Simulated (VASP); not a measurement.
# HfN (P2_1/m) in VASP: single point with PBEsol

Aim: the single point of HfN with PBEsol.

All numbers are computed with VASP 6.6.1; they aren't measurements. Logs are shortened: lines on timing, memory, paths and dates and some standing lists are left out, and cuts for length are marked.

### 1 The cell of the first run

It takes space group P2_1/m (No. 11, monoclinic). Conventional cell: a = 3.101 Å, b = 5.391 Å, c = 3.128 Å, α = 90.00°, β = 119.14°, γ = 90.00°. Hf (site symmetry m) has 6 N at 2.24 to 2.27 Å and 12 Hf at 3.10 to 3.25 Å within 3.3 Å. N (site symmetry -1) has 6 Hf at 2.24 to 2.27 Å and 8 N at 2.70 to 3.15 Å within 3.2 Å.

### 2 Single point, PBEsol (strain -0.0200 x Voigt [0, 0, 0, 0, 0, 1])

Contents of INCAR:

```
  ALGO = Normal
  EDIFF = 1E-6
  ENCUT = 520
  GGA = PS
  ISIF = 2
  ISMEAR = 0
  LASPH = T
  LCHARG = F
  LREAL = F
  LWAVE = F
  NBANDS = 23
  NELM = 100
  PREC = Accurate
  SIGMA = 0.15
```

Contents of KPOINTS:

```
k-points
0
Gamma
  18 18 10
```

Contents of POSCAR:

```
HfN
1.0
    3.1277073108     -0.0312770731      0.0000000000
   -1.5909403953      2.7243125233      0.0000000000
    0.0000000000      0.0000000000      5.3909359352
Hf N
2 2
Direct
    0.6666666667      0.3333333333      0.7500000000
    0.3333333333      0.6666666667      0.2500000000
    0.0000000000      0.0000000000      0.0000000000
    0.0000000000      0.0000000000      0.5000000000
```

Potentials or basis: VASP PAW PBE potentials, release 64 (Hf_pv, N).

Command:

```bash
> cat potpaw_PBE.64/Hf_pv/POTCAR potpaw_PBE.64/N/POTCAR > POTCAR
> mpirun -np 1 vasp_std > vasp.out
```

OUTCAR:

```text
EDIFF = 1E-6
   ENCUT = 520
   GGA = PS
   ISIF = 2
   ISMEAR = 0
   LASPH = T
   LREAL = F
   NELM = 100
   PREC = Accurate

 ion  position               nearest neighbor table
   1  0.667  0.333  0.750-   3 2.24   4 2.24   3 2.25   4 2.25   3 2.27   4 2.27   2 3.24   2 3.24
                             2 3.24   2 3.24   2 3.25   2 3.25
   2  0.333  0.667  0.250-   3 2.24   4 2.24   3 2.25   4 2.25   3 2.27   4 2.27   1 3.24   1 3.24
                             1 3.24   1 3.24   1 3.25   1 3.25
   3  0.000  0.000  0.000-   1 2.24   2 2.24   1 2.25   2 2.25   1 2.27   2 2.27
   4  0.000  0.000  0.500-   1 2.24   2 2.24   1 2.25   2 2.25   1 2.27   2 2.27

  LATTYP: Found a simple monoclinic cell.
 ALAT       =     3.1006600085
 B/A-ratio  =     1.7386414248
 C/A-ratio  =     1.0087735139
 COS(beta)  =    -0.4869160342

  Lattice vectors:

 A1 = (   1.5367669155,   2.6930354502,   0.0000000000)
 A2 = (   0.0000000000,   0.0000000000,  -5.3909359352)
 A3 = (  -3.1277073108,   0.0312770731,   0.0000000000)

Analysis of symmetry for initial positions (statically):
=====================================================================
 Subroutine PRICEL returns:
 Original cell was already a primitive cell.

 Routine SETGRP: Setting up the symmetry group for a
 simple monoclinic supercell.

 Subroutine GETGRP returns: Found  4 space group operations
 (whereof  2 operations were pure point group operations)
 out of a pool of  4 trial point group operations.

The static configuration has the point symmetry S_2 .
 The point group associated with its full space group is C_2h.

Analysis of symmetry for dynamics (positions and initial velocities):
=====================================================================
 Subroutine PRICEL returns:
 Original cell was already a primitive cell.

 Routine SETGRP: Setting up the symmetry group for a
 simple monoclinic supercell.

 Subroutine GETGRP returns: Found  4 space group operations
 (whereof  2 operations were pure point group operations)
 out of a pool of  4 trial point group operations.

The dynamic configuration has the point symmetry S_2 .
 The point group associated with its full space group is C_2h.

 Subroutine INISYM returns: Found  4 space group operations
 (whereof  2 operations are pure point group operations),
 and found     1 'primitive' translations

----------------------------------------------------------------------------------------

                                     Primitive cell

  volume of cell :      45.6671

  direct lattice vectors                    reciprocal lattice vectors
     3.127707311 -0.031277073  0.000000000     0.321601093  0.187808178  0.000000000
    -1.590940395  2.724312523  0.000000000     0.003692213  0.369221255  0.000000000
     0.000000000  0.000000000  5.390935935     0.000000000  0.000000000  0.185496547

  length of vectors
     3.127863692  3.154832811  5.390935935     0.372423381  0.369239716  0.185496547

  position of ions in fractional coordinates (direct lattice)
     0.666666667  0.333333333  0.750000000
     0.333333333  0.666666667  0.250000000
     0.000000000  0.000000000  0.000000000
     0.000000000  0.000000000  0.500000000

  ion indices of the primitive-cell ions
   primitive index   ion index
                 1           1
                 2           2
                 3           3
                 4           4

----------------------------------------------------------------------------------------

 KPOINTS: k-points

Automatic generation of k-mesh.
 Grid dimensions read from file:
 generate k-points for:   18   18   10

 Generating k-lattice:

  Cartesian coordinates                     Fractional coordinates (reciprocal lattice)
     0.017866727  0.010433788  0.000000000     0.055555556 -0.000000000  0.000000000
     0.000205123  0.020512292  0.000000000     0.000000000  0.055555556  0.000000000
     0.000000000  0.000000000  0.018549655     0.000000000  0.000000000  0.100000000

  Length of vectors
     0.020690188  0.020513318  0.018549655

  Shift w.r.t. Gamma in fractional coordinates (k-lattice)
     0.000000000  0.000000000  0.000000000

 Subroutine IBZKPT returns following result:
 ===========================================

 Found    984 irreducible k-points:

 Following reciprocal coordinates:
            Coordinates               Weight
  0.000000  0.000000  0.000000      1.000000
  0.055556  0.000000  0.000000      2.000000
  0.111111  0.000000  0.000000      2.000000
  0.166667  0.000000  0.000000      2.000000
  0.222222  0.000000  0.000000      2.000000
  0.277778  0.000000  0.000000      2.000000
[... 16 lines left out ...]
 -0.333333  0.055556  0.000000      2.000000
 -0.277778  0.055556  0.000000      2.000000
 [... further k-points ...]
   k-points           NKPTS =    984   k-points in BZ     NKDIM =    984   number of bands    NBANDS=     23
   number of dos      NEDOS =    301   number of ions     NIONS =      4
   total plane-waves  NPLWV =  23040
   dimension x,y,z NGX =    24 NGY =   24 NGZ =   40
   dimension x,y,z NGXF=    48 NGYF=   48 NGZF=   80
   ions per type =               2   2
   NGX,Y,Z   is equivalent  to a cutoff of  12.76, 12.65, 12.34 a.u.
   NGXF,Y,Z  is equivalent  to a cutoff of  25.51, 25.29, 24.67 a.u.
 SYSTEM =  unknown system
   PREC   = accura    normal or accurate (medium, high low for compatibility)
   ISTART =      0    job   : 0-new  1-cont  2-samecut
   ICHARG =      2    charge: 1-file 2-atom 10-const
   ISPIN  =      1    spin polarized calculation?
   LNONCOLLINEAR =      F non collinear calculations
   LSORBIT =      F    spin-orbit coupling
   LASPH  =      T    aspherical Exc in radial PAW
   ENCUT  =  520.0 eV  38.22 Ry    6.18 a.u.   5.82  5.87 10.02*2*pi/ulx,y,z
   NELM   =    100;   NELMIN=  2; NELMDL= -5     # of ELM steps
   EDIFF  = 0.1E-05   stopping-criterion for ELM
   LREAL  =      F    real-space projection
   EDIFFG = 0.1E-04   stopping-criterion for IOM
   NSW    =      0    number of steps for IOM
   IBRION =     -1    ionic relax: 0-MD 1-quasi-New 2-CG
   NFREE  =      0    steps in history (QN), initial steepest desc. (CG)
   ISIF   =      2    stress and relaxation
   ISYM   =      2    0-nonsym 1-usesym 2-fastsym
   POTIM  = 0.5000    time-step for ionic-motion
   TEBEG  =    0.0;   TEEND  =   0.0 temperature during run
   PSTRESS=    0.0 pullay stress
   NELECT =      30.0000    total number of electrons
   NUPDOWN=      -1.0000    fix difference up-down
   EMIN   =  10.00;   EMAX   =-10.00  energy-range for DOS
   EFERMI =   0.00;   METHOD = LEGACY
   ISMEAR =     0;   SIGMA  =   0.15  broadening in eV -4-tet -1-fermi 0-gaus
   EFERMI_NEDOS =   21; number of points for ismear=-14 and -15
   IALGO  =     38    algorithm
   IMIX   =      4    mixing-type and parameters
     AMIX     =   0.40;   BMIX     =  1.00
     AMIX_MAG =   1.60;   BMIX_MAG =  1.00
  volume/ion in A,a.u.               =      11.42        77.04
  Fermi-wavevector in a.u.,A,eV,Ry     =   1.423139  2.689343 27.556223  2.025325
  Thomas-Fermi vector in A             =   2.543769
   LORBIT       =      0    0 simple, 1 ext, 2 COOP (PROOUT), +10 PAW based schemes
   GGA     = PS    functional components
   LHFCALC =     F    Hartree Fock is set to
   AEXX    =    0.0000 exact exchange contribution
   IVDW    =     0    specifies the selected vdW correction
   LEPSILON=     F    determine dielectric tensor
   LRPA    =     F    only Hartree local field effects (RPA)
 non-spin polarized calculation
 Gauss-broadening in eV      SIGMA  =   0.15
  energy-cutoff  :      520.00
  volume of cell :       45.67
 maximum number of plane-waves:      1248
   NGX = 11   NGY = 11   NGZ = 21

 number of electron      30.0000001 magnetization

 Free energy of the ion-electron system (eV)
  ---------------------------------------------------
  ext. energy  EPLUGINS =         0.00000000
  ---------------------------------------------------
  free energy    TOTEN  =       -45.86169335 eV

  energy without entropy =      -45.85304308  energy(sigma->0) =      -45.85736821

 E-fermi :   7.8299     XC(G=0): -12.9496

 val. band max:        7.8241068734   @ k =  -0.0556   0.1111   0.1000
 cond. band min:       7.8303012166   @ k =   0.3889   0.4444   0.5000
 fundamental gap:      0.0061943432
 Fermi energy:         7.8299277587

 k-point     1 :       0.0000    0.0000    0.0000
  band No.  band energies     occupation
      1     -23.8027      2.00000
      2     -22.8968      2.00000
      3     -22.8114      2.00000
      4     -22.7845      2.00000
      5     -22.7465      2.00000
      6     -22.7205      2.00000
[... 15 lines left out ...]
     22      13.4489      0.00000
     23      13.6899      0.00000

 k-point     2 :       0.0556    0.0000    0.0000
  band No.  band energies     occupation
      1     -23.7908      2.00000
      2     -22.8977      2.00000
      3     -22.8232      2.00000
      4     -22.8110      2.00000
      5     -22.7550      2.00000
      6     -22.7430      2.00000
[... 15 lines left out ...]
     22      13.4252      0.00000
     23      13.5753      0.00000

 k-point     3 :       0.1111    0.0000    0.0000
  band No.  band energies     occupation
      1     -23.7560      2.00000
      2     -22.9008      2.00000
      3     -22.8986      2.00000
      4     -22.8459      2.00000
      5     -22.8296      2.00000
      6     -22.7560      2.00000
[... 15 lines left out ...]
     22      13.2058      0.00000
     23      13.4368      0.00000
[... 495 lines left out ...]
 k-point    23 :      -0.3333    0.0556    0.0000
  band No.  band energies     occupation
      1     -23.4989      2.00000
      2     -23.4272      2.00000
      3     -23.2787      2.00000
      4     -22.9970      2.00000
      5     -22.9486      2.00000
      6     -22.8465      2.00000
[... 15 lines left out ...]
     22      13.7244      0.00000
     23      13.8321      0.00000

 k-point    24 :      -0.2778    0.0556    0.0000
  band No.  band energies     occupation
      1     -23.5834      2.00000
      2     -23.2697      2.00000
      3     -23.1581      2.00000
      4     -22.9468      2.00000
      5     -22.9277      2.00000
      6     -22.8195      2.00000
[... 15 lines left out ...]
     22      12.9415      0.00000
     23      13.4181      0.00000

 [... further k-points ...]

------------------------ aborting loop because EDIFF is reached ----------------------------------------

  FORCE on cell =-STRESS in cart. coord.  units (eV):
  Direction    XX          YY          ZZ          XY          YZ          ZX
  --------------------------------------------------------------------------------------
  -------------------------------------------------------------------------------------
  Total       -0.6127199     -0.5810631     -0.5238092      1.1406621      0.0000000      0.0000000
  in kB      -21.4965606    -20.3859203    -18.3772334     40.0187957      0.0000000      0.0000000
  external PRESSURE =     -20.0865714 kB  Pullay stress =       0.0000000 kB

 VOLUME and BASIS-vectors are now :
 -----------------------------------------------------------------------------
  energy-cutoff  :      520.00
  volume of cell :       45.67
      direct lattice vectors                 reciprocal lattice vectors
     3.127707311 -0.031277073  0.000000000     0.321601093  0.187808178  0.000000000
    -1.590940395  2.724312523  0.000000000     0.003692213  0.369221255  0.000000000
     0.000000000  0.000000000  5.390935935     0.000000000  0.000000000  0.185496547

 POSITION                                       TOTAL-FORCE (eV/Angst)
 -----------------------------------------------------------------------------------
      1.55482      0.88725      4.04320        -0.025039      0.003485      0.000000
     -0.01806      1.80578      1.34773         0.025039     -0.003485      0.000000
      0.00000      0.00000      0.00000         0.000000      0.000000      0.000000
      0.00000      0.00000      2.69547         0.000000      0.000000      0.000000
 -----------------------------------------------------------------------------------
    total drift:                               -0.000000      0.000000     -0.000000

  FREE ENERGIE OF THE ION-ELECTRON SYSTEM (eV)
  ---------------------------------------------------
  free  energy   TOTEN  =       -45.8616933462 eV

  energy  without entropy=      -45.8530430808  energy(sigma->0) =      -45.85736821
```

Wall time 4.1 min (1 thread of Intel Xeon 6975P-C (Granite Rapids), shared host); peak memory 0.87 GiB.

Results:

| Property | Result |
| --- | --- |
| Free energy | -45.8617 eV |
| Pressure | -2.0 GPa |
| Largest force | 0.025 eV/Å |
| Band gap on the k mesh | zero (bands 15 and 16 overlap by 2.39 eV) |

Forces in eV/Å, atoms in the order of the input:
```
Hf  -0.025  0.003  0.000
Hf   0.025 -0.003  0.000
N    0.000  0.000  0.000
N    0.000  0.000  0.000
```

Levels at points of the mesh, in eV from the Fermi level:
```csv
k point,band 11,band 12,band 13,band 14,band 15,band 16,band 17,band 18,band 19,band 20
"(0.00, 0.00, 0.00)",-4.66,-3.63,-3.56,-1.67,-0.61,0.54,0.91,1.11,1.77,1.90
"(0.50, 0.00, 0.00)",-5.77,-5.62,-3.31,-2.80,-2.36,2.58,2.68,4.52,4.67,5.52
"(0.00, 0.50, 0.00)",-5.79,-5.51,-3.25,-2.83,-2.38,2.52,2.78,4.45,4.73,5.60
"(0.50, 0.50, 0.00)",-5.81,-5.41,-3.19,-2.86,-2.39,2.45,2.88,4.44,4.78,5.67
"(0.00, 0.00, 0.50)",-4.49,-4.49,-4.33,-4.33,1.89,1.89,2.84,2.84,3.02,3.02
"(0.50, 0.00, 0.50)",-5.50,-5.50,-4.58,-4.58,-0.23,-0.23,4.73,4.73,4.94,4.94
"(0.00, 0.50, 0.50)",-5.49,-5.49,-4.49,-4.49,-0.26,-0.26,4.63,4.63,4.99,4.99
"(0.50, 0.50, 0.50)",-5.48,-5.48,-4.40,-4.40,-0.29,-0.29,4.71,4.71,4.88,4.88
```

Caveat: the cell differs from its parent crystal (strain -0.0200 x Voigt [0, 0, 0, 0, 0, 1]); the PAW data sets were made with another functional, which shifts forces and pressure a little; spin-orbit coupling is left out, which moves the levels of the heavy elements.
